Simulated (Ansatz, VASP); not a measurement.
# PbO in VASP and in Ansatz

```
Pb O
1.0
     4.17312    0.00000    0.00000
     0.00000    4.17312    0.00000
     0.00000    0.00000    4.77090
Pb O
2 2
Cartesian
  0.0000 2.0866 1.1216
  2.0866 0.0000 3.6493
  0.0000 0.0000 0.0000
  2.0866 2.0866 0.0000
```

Change from the starting cell: strain +0.050 along x and y, -0.050 along z, atoms carried along.

Alike in both runs: task single point; functional PBE; k mesh 8 × 8 × 6; occupations gaussian, width 0.05 eV; no spin polarisation.

```csv
,VASP,Ansatz
version,VASP 6.6.1,Ansatz 0.2.0
potentials or method,"VASP PAW PBE potentials, release 64 (Pb_d, O), cutoff 520 eV","scalar-relativistic, plane waves, PAW"
valence electrons in the cell,40,40
```

```csv
,VASP,Ansatz,Ansatz less VASP
gap on the k mesh at the Fermi level (eV),1.52,1.52,-0.005
least direct gap on the mesh (eV),1.83,1.86,+0.029
pressure (GPa),0.0,-0.1,-0.06
"traceless stress, the component that is largest in VASP (GPa)",2.06,2.10,+0.038
rms of the force components (eV/Å),0.055,0.042,-0.0136
```

Atom by atom the forces differ by 0.014 eV/Å (rms over components).

Spin-orbit coupling is off throughout.
